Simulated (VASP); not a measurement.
# Ge2Pt3 (P2_1/m) in VASP: single point with PBEsol

Aim: the single point of Ge2Pt3 with PBEsol.

Everything below comes from runs of VASP 6.6.1. Logs are shortened: lines on timing, memory, paths and dates and some standing lists are left out, and cuts for length are marked.

## (1) The cell of the first run

The typed cell holds 10 atoms: a = 3.478 Å, b = 7.584 Å, c = 6.303 Å, α = 90.00°, β = 105.95°, γ = 90.00°.

## (2) Single point, PBEsol

Contents of INCAR:

```
PREC = Accurate
ENCUT = 520
EDIFF = 1E-7
ISMEAR = 0
SIGMA = 0.1
LREAL = False
LASPH = True
NELM = 80
ALGO = Fast
ISIF = 2
LWAVE = False
LCHARG = False
GGA = PS
NBANDS = 69
```

Contents of KPOINTS:

```
regular mesh
0
Gamma
  10 6 6
```

Contents of POSCAR:

```
Ge2Pt3
1.0
    3.4778665660      0.0000000000     -0.0008601869
    0.0000000000      7.5836286461      0.0000000000
   -1.7308919975      0.0000000000      6.0609789340
Ge Pt
4 6
Direct
    0.5000000000      0.0000000000      0.0000000000
    0.5000000000      0.5000000000      0.0000000000
    0.7561534435      0.2500000000      0.5126492561
    0.2438465565      0.7500000000      0.4873507439
    0.9655663979      0.2500000000      0.9324040957
    0.0344336021      0.7500000000      0.0675959043
    0.1606670283      0.0583610302      0.3209079092
    0.8393329717      0.9416389698      0.6790920908
    0.8393329717      0.5583610302      0.6790920908
    0.1606670283      0.4416389698      0.3209079092
```

Potentials or basis: VASP PAW PBE potentials, release 64 (Ge_d, Pt).

Launch:

```console
$ cat potpaw_PBE.64/Ge_d/POTCAR potpaw_PBE.64/Pt/POTCAR > POTCAR
$ mpirun -np 1 vasp_std > vasp.out
```

OUTCAR:

```text
PREC = Accurate
   ENCUT = 520
   EDIFF = 1E-7
   ISMEAR = 0
   LREAL = False
   LASPH = True
   NELM = 80
   ISIF = 2
   GGA = PS

 ion  position               nearest neighbor table
   1  0.500  0.000  0.000-   5 2.60   6 2.60   6 2.61   5 2.61   8 2.64   7 2.64   7 2.65   8 2.65

   2  0.500  0.500  0.000-   5 2.60   6 2.60   6 2.61   5 2.61  10 2.64   9 2.64  10 2.65   9 2.65

   3  0.756  0.250  0.513-   5 2.54   8 2.55   9 2.55   7 2.55  10 2.55   7 2.55  10 2.55
   4  0.244  0.750  0.487-   6 2.54   7 2.55  10 2.55   9 2.55   8 2.55   9 2.55   8 2.55
   5  0.966  0.250  0.932-   3 2.54   2 2.60   1 2.60   2 2.61   1 2.61   7 2.77  10 2.77   9 2.80
                             8 2.80
   6  0.034  0.750  0.068-   4 2.54   2 2.60   1 2.60   1 2.61   2 2.61   8 2.77   9 2.77   7 2.80
                            10 2.80
   7  0.161  0.058  0.321-   4 2.55   3 2.55   3 2.55   1 2.64   1 2.65   5 2.77   6 2.80  10 2.91
                             8 2.92   8 2.92
   8  0.839  0.942  0.679-   3 2.55   4 2.55   4 2.55   1 2.64   1 2.65   6 2.77   5 2.80   9 2.91
                             7 2.92   7 2.92
   9  0.839  0.558  0.679-   3 2.55   4 2.55   4 2.55   2 2.64   2 2.65   6 2.77   5 2.80   8 2.91
                            10 2.92  10 2.92
  10  0.161  0.442  0.321-   4 2.55   3 2.55   3 2.55   2 2.64   2 2.65   5 2.77   6 2.80   7 2.91
                             9 2.92   9 2.92

  LATTYP: Found a simple monoclinic cell.
 ALAT       =     3.4778666724
 B/A-ratio  =     2.1805403601
 C/A-ratio  =     1.8124010020
 COS(beta)  =    -0.2748392158

  Lattice vectors:

 A1 = (   3.4778665660,   0.0000000000,  -0.0008601869)
 A2 = (   0.0000000000,   7.5836286461,   0.0000000000)
 A3 = (  -1.7308919975,   0.0000000000,   6.0609789340)

Analysis of symmetry for initial positions (statically):
=====================================================================
 Subroutine PRICEL returns:
 Original cell was already a primitive cell.

 Routine SETGRP: Setting up the symmetry group for a
 simple monoclinic supercell.

 Subroutine GETGRP returns: Found  4 space group operations
 (whereof  2 operations were pure point group operations)
 out of a pool of  4 trial point group operations.

The static configuration has the point symmetry S_2 .
 The point group associated with its full space group is C_2h.

Analysis of symmetry for dynamics (positions and initial velocities):
=====================================================================
 Subroutine PRICEL returns:
 Original cell was already a primitive cell.

 Routine SETGRP: Setting up the symmetry group for a
 simple monoclinic supercell.

 Subroutine GETGRP returns: Found  4 space group operations
 (whereof  2 operations were pure point group operations)
 out of a pool of  4 trial point group operations.

The dynamic configuration has the point symmetry S_2 .
 The point group associated with its full space group is C_2h.

 Subroutine INISYM returns: Found  4 space group operations
 (whereof  2 operations are pure point group operations),
 and found     1 'primitive' translations

----------------------------------------------------------------------------------------

                                     Primitive cell

  volume of cell :     159.8461

  direct lattice vectors                    reciprocal lattice vectors
     3.477866566  0.000000000 -0.000860187     0.287552906  0.000000000  0.082119247
     0.000000000  7.583628646  0.000000000     0.000000000  0.131862997  0.000000000
    -1.730891997  0.000000000  6.060978934     0.000040810  0.000000000  0.165001504

  length of vectors
     3.477866672  7.583628646  6.303289042     0.299048900  0.131862997  0.165001509

  position of ions in fractional coordinates (direct lattice)
     0.500000000  0.000000000  0.000000000
     0.500000000  0.500000000  0.000000000
     0.756153443  0.250000000  0.512649256
     0.243846557  0.750000000  0.487350744
     0.965566398  0.250000000  0.932404096
     0.034433602  0.750000000  0.067595904
     0.160667028  0.058361030  0.320907909
     0.839332972  0.941638970  0.679092091
     0.839332972  0.558361030  0.679092091
     0.160667028  0.441638970  0.320907909

  ion indices of the primitive-cell ions
   primitive index   ion index
                 1           1
                 2           2
                 3           3
                 4           4
                 5           5
                 6           6
                 7           7
                 8           8
                 9           9
                10          10

----------------------------------------------------------------------------------------

 KPOINTS: regular mesh

Automatic generation of k-mesh.
 Grid dimensions read from file:
 generate k-points for:   10    6    6

 Generating k-lattice:

  Cartesian coordinates                     Fractional coordinates (reciprocal lattice)
     0.028755291  0.000000000  0.008211925     0.100000000  0.000000000  0.000000000
     0.000000000  0.021977166  0.000000000     0.000000000  0.166666667  0.000000000
     0.000006802  0.000000000  0.027500251     0.000000000  0.000000000  0.166666667

  Length of vectors
     0.029904890  0.021977166  0.027500251

  Shift w.r.t. Gamma in fractional coordinates (k-lattice)
     0.000000000  0.000000000  0.000000000

 Subroutine IBZKPT returns following result:
 ===========================================

 Found    128 irreducible k-points:

 Following reciprocal coordinates:
            Coordinates               Weight
  0.000000  0.000000  0.000000      1.000000
  0.100000  0.000000  0.000000      2.000000
  0.200000  0.000000  0.000000      2.000000
  0.300000  0.000000 -0.000000      2.000000
  0.400000  0.000000  0.000000      2.000000
  0.500000  0.000000  0.000000      1.000000
[... 16 lines left out ...]
  0.400000  0.500000  0.000000      2.000000
  0.500000  0.500000  0.000000      1.000000
 [... further k-points ...]
   k-points           NKPTS =    128   k-points in BZ     NKDIM =    128   number of bands    NBANDS=     69
   number of dos      NEDOS =    301   number of ions     NIONS =     10
   total plane-waves  NPLWV =  75264
   dimension x,y,z NGX =    28 NGY =   56 NGZ =   48
   dimension x,y,z NGXF=    56 NGYF=  112 NGZF=   96
   ions per type =               4   6
   NGX,Y,Z   is equivalent  to a cutoff of  13.38, 12.28, 12.66 a.u.
   NGXF,Y,Z  is equivalent  to a cutoff of  26.77, 24.55, 25.32 a.u.
 SYSTEM =  unknown system
   PREC   = accura    normal or accurate (medium, high low for compatibility)
   ISTART =      0    job   : 0-new  1-cont  2-samecut
   ICHARG =      2    charge: 1-file 2-atom 10-const
   ISPIN  =      1    spin polarized calculation?
   LNONCOLLINEAR =      F non collinear calculations
   LSORBIT =      F    spin-orbit coupling
   LASPH  =      T    aspherical Exc in radial PAW
   ENCUT  =  520.0 eV  38.22 Ry    6.18 a.u.   6.47 14.10 11.72*2*pi/ulx,y,z
   NELM   =     80;   NELMIN=  2; NELMDL= -5     # of ELM steps
   EDIFF  = 0.1E-06   stopping-criterion for ELM
   LREAL  =      F    real-space projection
   EDIFFG = 0.1E-05   stopping-criterion for IOM
   NSW    =      0    number of steps for IOM
   IBRION =     -1    ionic relax: 0-MD 1-quasi-New 2-CG
   NFREE  =      0    steps in history (QN), initial steepest desc. (CG)
   ISIF   =      2    stress and relaxation
   ISYM   =      2    0-nonsym 1-usesym 2-fastsym
   POTIM  = 0.5000    time-step for ionic-motion
   TEBEG  =    0.0;   TEEND  =   0.0 temperature during run
   PSTRESS=    0.0 pullay stress
   NELECT =     116.0000    total number of electrons
   NUPDOWN=      -1.0000    fix difference up-down
   EMIN   =  10.00;   EMAX   =-10.00  energy-range for DOS
   EFERMI =   0.00;   METHOD = LEGACY
   ISMEAR =     0;   SIGMA  =   0.10  broadening in eV -4-tet -1-fermi 0-gaus
   EFERMI_NEDOS =   21; number of points for ismear=-14 and -15
   IALGO  =     68    algorithm
   IMIX   =      4    mixing-type and parameters
     AMIX     =   0.40;   BMIX     =  1.00
     AMIX_MAG =   1.60;   BMIX_MAG =  1.00
  volume/ion in A,a.u.               =      15.98       107.87
  Fermi-wavevector in a.u.,A,eV,Ry     =   1.471161  2.780091 29.447280  2.164314
  Thomas-Fermi vector in A             =   2.586330
   LORBIT       =      0    0 simple, 1 ext, 2 COOP (PROOUT), +10 PAW based schemes
   GGA     = PS    functional components
   LHFCALC =     F    Hartree Fock is set to
   AEXX    =    0.0000 exact exchange contribution
   IVDW    =     0    specifies the selected vdW correction
   LEPSILON=     F    determine dielectric tensor
   LRPA    =     F    only Hartree local field effects (RPA)
 non-spin polarized calculation
 RMM-DIIS sequential band-by-band and
 Gauss-broadening in eV      SIGMA  =   0.10
  energy-cutoff  :      520.00
  volume of cell :      159.85
 maximum number of plane-waves:      4330
 NGX is ok and might be reduce to    28
   NGX = 13   NGY = 29   NGZ = 23

 number of electron     115.9999971 magnetization

 Free energy of the ion-electron system (eV)
  ---------------------------------------------------
  ext. energy  EPLUGINS =         0.00000000
  ---------------------------------------------------
  free energy    TOTEN  =       -66.00860585 eV

  energy without entropy =      -65.98828727  energy(sigma->0) =      -65.99844656

 E-fermi :   9.6195     XC(G=0): -12.7671

 val. band max:        9.6190830771   @ k =   0.1000   0.1667   0.0000
 cond. band min:       9.6252794720   @ k =   0.4000   0.0000   0.5000
 fundamental gap:      0.0061963949
 Fermi energy:         9.6195045156

 k-point     1 :       0.0000    0.0000    0.0000
  band No.  band energies     occupation
      1     -15.3045      2.00000
      2     -15.3020      2.00000
      3     -15.2986      2.00000
      4     -15.2975      2.00000
      5     -15.2953      2.00000
      6     -15.2943      2.00000
[... 61 lines left out ...]
     68      15.5802      0.00000
     69      16.2172      0.00000

 k-point     2 :       0.1000    0.0000    0.0000
  band No.  band energies     occupation
      1     -15.3040      2.00000
      2     -15.3013      2.00000
      3     -15.2992      2.00000
      4     -15.2982      2.00000
      5     -15.2956      2.00000
      6     -15.2947      2.00000
[... 61 lines left out ...]
     68      14.5528      0.00000
     69      15.8637      0.00000

 k-point     3 :       0.2000    0.0000    0.0000
  band No.  band energies     occupation
      1     -15.3028      2.00000
      2     -15.3012      2.00000
      3     -15.2999      2.00000
      4     -15.2999      2.00000
      5     -15.2996      2.00000
      6     -15.2941      2.00000
[... 1501 lines left out ...]
     68      13.6099      0.00000
     69      15.1442      0.00000

 k-point    24 :       0.5000    0.5000    0.0000
  band No.  band energies     occupation
      1     -15.3063      2.00000
      2     -15.3063      2.00000
      3     -15.3045      2.00000
      4     -15.3045      2.00000
      5     -15.2953      2.00000
      6     -15.2953      2.00000
[... 61 lines left out ...]
     68      13.1422      0.00000
     69      15.0066      0.00000

 [... further k-points ...]

------------------------ aborting loop because EDIFF is reached ----------------------------------------

  FORCE on cell =-STRESS in cart. coord.  units (eV):
  Direction    XX          YY          ZZ          XY          YZ          ZX
  --------------------------------------------------------------------------------------
  -------------------------------------------------------------------------------------
  Total        0.0446767      0.0092899     -0.0404414      0.0000000      0.0000000     -0.0110049
  in kB        0.4478062      0.0931147     -0.4053542      0.0000000      0.0000000     -0.1103051
  external PRESSURE =       0.0451889 kB  Pullay stress =       0.0000000 kB

 VOLUME and BASIS-vectors are now :
 -----------------------------------------------------------------------------
  energy-cutoff  :      520.00
  volume of cell :      159.85
      direct lattice vectors                 reciprocal lattice vectors
     3.477866566  0.000000000 -0.000860187     0.287552906  0.000000000  0.082119247
     0.000000000  7.583628646  0.000000000     0.000000000  0.131862997  0.000000000
    -1.730891997  0.000000000  6.060978934     0.000040810  0.000000000  0.165001504

 POSITION                                       TOTAL-FORCE (eV/Angst)
 -----------------------------------------------------------------------------------
      1.73893      0.00000     -0.00043        -0.000000      0.000000     -0.000000
      1.73893      3.79181     -0.00043        -0.000000      0.000000     -0.000000
      1.74246      1.89591      3.10651        -0.000226      0.000000      0.000017
      0.00451      5.68772      2.95361         0.000226      0.000000     -0.000017
      1.74422      1.89591      5.65045         0.004010      0.000000      0.003726
      0.00275      5.68772      0.40967        -0.004010      0.000000     -0.003726
      0.00332      0.44259      1.94488        -0.000802      0.000555     -0.006377
      1.74365      7.14104      4.11524         0.000802     -0.000555      0.006377
      1.74365      4.23440      4.11524         0.000802      0.000555      0.006377
      0.00332      3.34923      1.94488        -0.000802     -0.000555     -0.006377
 -----------------------------------------------------------------------------------
    total drift:                                0.000000      0.000000     -0.000000

  FREE ENERGIE OF THE ION-ELECTRON SYSTEM (eV)
  ---------------------------------------------------
  free  energy   TOTEN  =       -66.0086058525 eV

  energy  without entropy=      -65.9882872696  energy(sigma->0) =      -65.99844656
```

Run time: 45 min. Hardware: 1 thread of Oxide Virtual Turin-like, shared host; peak memory 0.96 GiB.

What came out:

* Free energy: -66.0086 eV
* Pressure: 0.0 GPa
* Largest force: 0.006 eV/Å
* Band gap on the k mesh: zero (bands 58 and 59 overlap by 1.81 eV)

Forces on the atoms (eV/Å):
```
Ge   0.000  0.000  0.000
Ge   0.000  0.000  0.000
Ge   0.000  0.000  0.000
Ge   0.000  0.000  0.000
Pt   0.004  0.000  0.004
Pt  -0.004  0.000 -0.004
Pt  -0.001  0.001 -0.006
Pt   0.001 -0.001  0.006
Pt   0.001  0.001  0.006
Pt  -0.001 -0.001 -0.006
```

Caveat: the PAW data sets were made with another functional, which shifts forces and pressure a little; spin-orbit coupling is left out, which moves the levels of the heavy elements.
